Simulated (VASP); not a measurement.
Wanted: the native input for a VASP 6.6.1 run.

```
Task                   : single point
Functional             : PBE
Potentials or basis    : VASP PAW PBE potentials, release 64 (Ti_sv, Co)
Cutoff                 : 520 eV
k mesh                 : 13 × 13 × 13
Occupations            : fermi-dirac, width 0.03 eV
Spin                   : no spin polarisation
Dipole correction      : no
Further INCAR settings : ALGO = Normal; EDIFF = 1e-07; NBANDS = 18
```

The structure of TiCo lies in POSCAR:

```
TiCo
1.0
    2.8286480935      0.0000000000      0.0000000000
    0.0000000000      2.8286480935      0.0000000000
    0.0000000000      0.0000000000      2.8286480935
Ti Co
1 1
Direct
    0.0000000000      0.0000000000      0.0000000000
    0.5000000000      0.5000000000      0.5000000000
```

This cell differs from its parent crystal: volume scaled by 0.85.

One way to write it, as run:

INCAR

```
SYSTEM = TiCo
  PREC = Accurate
  ENCUT = 520
  EDIFF = 1E-7
  ISMEAR = -1
  SIGMA = 0.03
  LREAL = .FALSE.
  LASPH = .TRUE.
  NELM = 60
  ALGO = Normal
  ISIF = 2
  LWAVE = .FALSE.
  LCHARG = .TRUE.
  GGA = PE
  LELF = .TRUE.
  LVHAR = .TRUE.
  NBANDS = 18
```

KPOINTS

```
Automatic mesh
0
G
  13 13 13
  0 0 0
```

Potentials or basis: VASP PAW PBE potentials, release 64 (Ti_sv, Co).

Run with:

```bash
$ cat potpaw_PBE.64/Ti_sv/POTCAR potpaw_PBE.64/Co/POTCAR > POTCAR
$ mpirun -np 1 vasp_std > vasp.out
```

It gave:

```yaml
Pressure: 34.8 GPa
```

Wall time 16 s on 1 thread of Intel(R) Xeon(R) Platinum 8559C (Emerald Rapids) (shared host), peak memory 0.16 GiB.
